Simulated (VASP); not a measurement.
Al16N16F (a cell with a defect), 33 atoms in the cell. The cell holds a defect, 33 atoms: a = 6.260 Å, b = 6.260 Å, c = 10.035 Å, α = 90.00°, β = 90.00°, γ = 120.00°. 

| Quantity | Value |
| --- | --- |
| Program | VASP 6.6.1 |
| Task | single point |
| Functional | PBE |
| Potentials or basis | VASP PAW PBE potentials, release 64 (Al, N, F) |
| Cutoff | 520 eV |
| k mesh | 1 × 1 × 1, shifted |
| Occupations | gaussian, width 0.01 eV |
| Spin | collinear spin |
| Fixed moment | 2 μB |
| Dipole correction | no |
| Charge | 1 |
| Further INCAR settings | LREAL = Auto; ALGO = Normal; EDIFF = 1e-06; NBANDS = 94; NELECT = 134.0 |

Potentials or basis: VASP PAW PBE potentials, release 64 (Al, N, F).

Launch:

```console
$ cat potpaw_PBE.64/Al/POTCAR potpaw_PBE.64/N/POTCAR potpaw_PBE.64/F/POTCAR > POTCAR
$ mpirun -np 1 vasp_std > vasp.out
```

Hardware: 1 thread of Intel(R) Xeon(R) Platinum 8375C CPU @ 2.90GHz (Ice Lake), with other jobs on the host.

Problem. Estimate the wall time of this run.

Solution. Run time: 24 min on 1 thread of Intel(R) Xeon(R) Platinum 8375C CPU @ 2.90GHz (Ice Lake), on a shared host, peak memory 0.71 GiB. Counts: scf iterations 19, k points 6.
